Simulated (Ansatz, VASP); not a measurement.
## Two plane-wave programs on Au

```xyz
3
Lattice="4.7524 0.0000 0.0000 -2.3762 4.1157 0.0000 0.0000 0.0000 2.8142" Properties=species:S:1:pos:R:3 pbc="T T T"
Au    0.0000    0.0000    0.0000
Au    0.0000    2.7438    1.4071
Au    2.3762    1.3719    1.4071
```

Alike in both runs: functional PBE; k mesh 12 × 12 × 16; occupations gaussian, width 0.1 eV; no spin polarisation.

Ansatz relaxed the structure, and its values are those at the end. VASP's run is a single point on that final structure, the one shown.

```csv
,VASP,Ansatz
version,VASP 6.6.1,Ansatz 0.2.0
potentials or method,"VASP PAW PBE potentials, release 64 (Au), cutoff 520 eV","scalar-relativistic, plane waves, PAW"
valence electrons in the cell,33,57
```

```tsv
	VASP	Ansatz	Ansatz less VASP
gap on the k mesh at the Fermi level (eV)	none	none	-
pressure (GPa)	-0.2	0.0	+0.22
```

A gap of «none» marks a metal or a gap that the smearing closes. With one functional, cell and mesh, what is left measures potentials, basis and numerics. VASP's potentials hold 33 valence electrons a cell and Ansatz's 57, so a difference there can come from the potentials and not from the codes.

Neither program's run includes spin-orbit coupling.
